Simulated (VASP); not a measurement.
Write the native input for VASP 6.6.1 that does the following.

| Item | Value |
| --- | --- |
| Task | single point |
| Functional | r2SCAN |
| Potentials or basis | VASP PAW PBE potentials, release 64 (Na_pv, Cl) |
| Cutoff | 520 eV |
| k mesh | 8 × 8 × 8 |
| Occupations | gaussian, width 0.01 eV |
| Spin | no spin polarisation |
| Dipole correction | no |
| Further INCAR settings | ALGO = Normal; EDIFF = 1e-06; NBANDS = 14 |

The system is NaCl.

```xyz
2
Lattice="3.4474 0.0000 0.0000 0.0000 3.4474 0.0000 0.0000 0.0000 3.4474" Properties=species:S:1:pos:R:3 pbc="T T T"
Na    0.0000    0.0000    0.0000
Cl    1.7237    1.7237    1.7237
```

This cell differs from its parent crystal: strain -0.3%.

The input as run:

POSCAR

```
NaCl
1.0
    3.4474374293      0.0000000000      0.0000000000
    0.0000000000      3.4474374293      0.0000000000
    0.0000000000      0.0000000000      3.4474374293
Na Cl
1 1
Direct
    0.0000000000      0.0000000000      0.0000000000
    0.5000000000      0.5000000000      0.5000000000
```

INCAR.step1

```
  PREC = Accurate
  ENCUT = 520
  ISMEAR = 0
  SIGMA = 0.01
  LREAL = False
  LASPH = True
  NELM = 60
  NBANDS = 14
  GGA = PE
  ALGO = Normal
  EDIFF = 1E-4
  LWAVE = True
  LCHARG = False
```

INCAR.step2

```
  PREC = Accurate
  ENCUT = 520
  EDIFF = 1E-6
  ISMEAR = 0
  SIGMA = 0.01
  LREAL = False
  LASPH = True
  NELM = 60
  ALGO = Normal
  ISIF = 2
  LWAVE = False
  LCHARG = True
  METAGGA = R2SCAN
  LMIXTAU = True
  LELF = True
  LVHAR = True
  NBANDS = 14
  ISTART = 1
```

KPOINTS

```
regular mesh
0
Gamma
  8 8 8
```

Potentials or basis: VASP PAW PBE potentials, release 64 (Na_pv, Cl).

Run with:

```console
$ cat potpaw_PBE.64/Na_pv/POTCAR potpaw_PBE.64/Cl/POTCAR > POTCAR
$ cp INCAR.step1 INCAR
$ mpirun -np 1 vasp_std > vasp.out
$ cp INCAR.step2 INCAR
$ mpirun -np 1 vasp_std > vasp.out
```

Results of the run:

| Item | Value |
| --- | --- |
| Pressure | 0.0 GPa |
| Band gap on the k mesh | 4.99 eV (least direct gap 5.54 eV) |

Caveat: the cell differs from its parent crystal (strain -0.3%); the PAW data sets were made with another functional, which shifts forces and pressure a little.

Wall time 91 s on 1 thread of Intel Xeon 8259CL, with other jobs on the host, peak memory 0.16 GiB.
